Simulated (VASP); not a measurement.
Write the native input for VASP 6.6.1 that does the following.

```yaml
Task: electric field gradients
Functional: LDA
Potentials_or_basis: VASP PAW PBE potentials, release 64 (Tm)
Cutoff: 520 eV
k_mesh: 10 × 10 × 10
Occupations: fermi-dirac, width 0.15 eV
Spin: collinear spin, ferromagnetic start
Starting_moments: "[1.32] μB"
Dipole_correction: no
Further_INCAR_settings: ALGO = Normal; EDIFF = 1e-08; NBANDS = 22
```

The structure of Tm lies in POSCAR:

```
Tm
1.0
   -1.9705499450      1.9705499450      1.9705499450
    1.9705499450     -1.9705499450      1.9705499450
    1.9705499450      1.9705499450     -1.9705499450
Tm
1
Direct
    0.0000000000      0.0000000000      0.0000000000
```

This isn't the form of Tm at room conditions, which is hcp.

The input as run:

INCAR

```
PREC = Accurate
ENCUT = 520
EDIFF = 1E-8
ISMEAR = -1
SIGMA = 0.15
LREAL = False
LASPH = True
NELM = 200
ALGO = Normal
ISIF = 2
LWAVE = False
LCHARG = False
ISPIN = 2
MAGMOM = 1.32
LORBIT = 11
LMAXMIX = 6
GGA = CA
LEFG = True
NBANDS = 22
GGA_COMPAT = False
```

KPOINTS

```
Automatic mesh
0
Gamma
  10 10 10
```

Potentials or basis: VASP PAW PBE potentials, release 64 (Tm).

Run with:

```bash
$ cat potpaw_PBE.64/Tm/POTCAR > POTCAR
$ mpirun -np 1 vasp_std > vasp.out
```

Results of the run:

```json
{
 "Pressure": "-1.3 GPa",
 "Net moment": "1.17 μB per cell",
 "Site moments": "Tm +1.19 μB",
 "Largest electric field gradient by atom": "zero within the noise of the run",
 "Valence electrons inside the program's atomic spheres": "Tm 21.03"
}
```

Caveat: the magnetic or orbital state may not be the lowest; the PAW data sets were made with another functional, which shifts forces and pressure a little.

Run time: 77 s on 1 thread of Intel(R) Xeon(R) 6975P-C (Granite Rapids) (shared host), peak memory 0.19 GiB.
